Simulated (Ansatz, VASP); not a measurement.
**Ba: VASP beside Ansatz**

The input INCAR:

```
SYSTEM = Ba
PREC     = Accurate       ! precision mode
ENCUT    = 520            ! plane-wave cutoff, eV
EDIFF    = 1E-6           ! SCF threshold, eV
ISMEAR   = 0              ! smearing method
SIGMA    = 0.15           ! smearing width, eV
LREAL    = .FALSE.        ! projectors in reciprocal space
LASPH    = .TRUE.         ! aspherical terms in the spheres
NELM     = 60             ! most SCF steps
ALGO     = Fast           ! electronic algorithm
ISIF     = 2              ! what is computed and relaxed
LWAVE    = .FALSE.        ! write WAVECAR
LCHARG   = .FALSE.        ! write CHGCAR
GGA      = PE             ! functional
NBANDS   = 11             ! bands
```

Contents of KPOINTS:

```
Automatic mesh
0
G
  16 16 16
  0 0 0
```

File POSCAR:

```
Ba
1.0
   -2.4218232654      2.4218232654      2.6640055919
    2.4218232654     -2.4218232654      2.6640055919
    2.4218232654      2.4218232654     -2.6640055919
Ba
1
Direct
    0.0000000000      0.0000000000      0.0000000000
```

Input for Ansatz:

```yaml
crystal:
  lattice:
    - [-2.4218232654, 2.4218232654, 2.6640055919]
    - [2.4218232654, -2.4218232654, 2.6640055919]
    - [2.4218232654, 2.4218232654, -2.6640055919]
  atoms:
    - { symbol: Ba, position: [0.0, 0.0, 0.0] }
basis:
  ecutwfc: 420
kpoints:
  mp_grid: { grid: [16, 16, 16] }
hamiltonian:
  xc: pbe
scf:
  occupations: { method: gaussian, width: 0.15 }
output:
  forces: true
  stress: true
  eigenvalues: true
```

Alike in both runs: task single point; functional PBE; k mesh 16 × 16 × 16; occupations gaussian, width 0.15 eV; no spin polarisation.

|  | VASP | Ansatz |
| --- | --- | --- |
| version | VASP 6.6.1 | Ansatz 0.2.0 |
| potentials or method | VASP PAW PBE potentials, release 64 (Ba_sv), cutoff 520 eV | scalar-relativistic, plane waves, PAW |
| valence electrons in the cell | 10 | 10 |

Ansatz gave:

| Item | Value |
| --- | --- |
| gap on the k mesh at the Fermi level (eV) | none |
| pressure (GPa) | 0.1 |
| traceless stress, the component that is largest in VASP (GPa) | -0.20 |

Task: Which values does VASP return?

Result: gap on the k mesh at the Fermi level (eV): none; pressure (GPa): 0.2; traceless stress, the component that is largest in VASP (GPa): -0.20.

A gap of «none» marks a metal or a gap that the smearing closes. With one functional, cell and mesh, what is left measures potentials, basis and numerics.

Neither program's run includes spin-orbit coupling.
